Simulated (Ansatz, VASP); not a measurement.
## Two plane-wave programs on SrTiO3

Contents of INCAR:

```
PREC = Accurate
ENCUT = 520
EDIFF = 1E-7
ISMEAR = 0
SIGMA = 0.05
LREAL = False
LASPH = True
NELM = 80
ALGO = Normal
ISIF = 2
LWAVE = False
LCHARG = True
GGA = PE
LELF = True
LVHAR = True
NBANDS = 51
```

File KPOINTS:

```
Automatic mesh
0
Gamma
  8 8 8
```

POSCAR

```
SrTiO3
1.0
   -2.7777137596      2.7221594844      3.9464442078
    2.7777137596     -2.7221594844      3.9464442078
    2.7777137596      2.7221594844     -3.9464442078
Sr Ti O
2 2 6
Direct
    0.7500000000      0.2500000000      0.5000000000
    0.2500000000      0.7500000000      0.5000000000
    0.0000000000      0.0000000000      0.0000000000
    0.5000000000      0.5000000000      0.0000000000
    0.2500000000      0.2500000000      0.0000000000
    0.7500000000      0.7500000000      0.0000000000
    0.7281949606      0.2281949606      0.9563899212
    0.2281949606      0.2718050394      0.5000000000
    0.2718050394      0.7718050394      0.0436100788
    0.7718050394      0.7281949606      0.5000000000
```

Input for Ansatz:

```yaml
crystal:
  lattice:
    - [-2.7777137596, 2.7221594844, 3.9464442078]
    - [2.7777137596, -2.7221594844, 3.9464442078]
    - [2.7777137596, 2.7221594844, -3.9464442078]
  atoms:
    - { symbol: Sr, position: [0.75, 0.25, 0.5] }
    - { symbol: Sr, position: [0.25, 0.75, 0.5] }
    - { symbol: Ti, position: [0.0, 0.0, 0.0] }
    - { symbol: Ti, position: [0.5, 0.5, 0.0] }
    - { symbol: O, position: [0.25, 0.25, 0.0] }
    - { symbol: O, position: [0.75, 0.75, 0.0] }
    - { symbol: O, position: [0.7281949606, 0.2281949606, 0.9563899212] }
    - { symbol: O, position: [0.2281949606, 0.2718050394, 0.5] }
    - { symbol: O, position: [0.2718050394, 0.7718050394, 0.0436100788] }
    - { symbol: O, position: [0.7718050394, 0.7281949606, 0.5] }
basis:
  ecutwfc: 420
kpoints:
  mp_grid: { grid: [8, 8, 8] }
hamiltonian:
  xc: pbe
scf:
  occupations: { method: gaussian, width: 0.05 }
output:
  forces: true
  stress: true
  eigenvalues: true
```

Change from the starting cell: strain -0.0200 x Voigt [0, 1, 0, 0, 0, 0], atoms carried along.

Alike in both runs: task single point; functional PBE; k mesh 8 × 8 × 8; occupations gaussian, width 0.05 eV; no spin polarisation.

|  | VASP | Ansatz |
| --- | --- | --- |
| version | VASP 6.6.1 | Ansatz 0.2.0 |
| potentials or method | VASP PAW PBE potentials, release 64 (Sr_sv, Ti_sv, O), cutoff 520 eV | scalar-relativistic, plane waves, PAW |
| valence electrons in the cell | 80 | 80 |

|  | VASP | Ansatz | Ansatz less VASP |
| --- | --- | --- | --- |
| gap on the k mesh at the Fermi level (eV) | 1.91 | 1.94 | +0.030 |
| least direct gap on the mesh (eV) | 1.91 | 1.94 | +0.030 |
| pressure (GPa) | 4.3 | 3.6 | -0.66 |
| traceless stress, the component that is largest in VASP (GPa) | 3.05 | 3.04 | -0.015 |
| rms of the force components (eV/Å) | 0.011 | 0.012 | +0.0009 |

Atom by atom the forces differ by 0.001 eV/Å (rms over components). With one functional, cell and mesh, what is left measures potentials, basis and numerics.
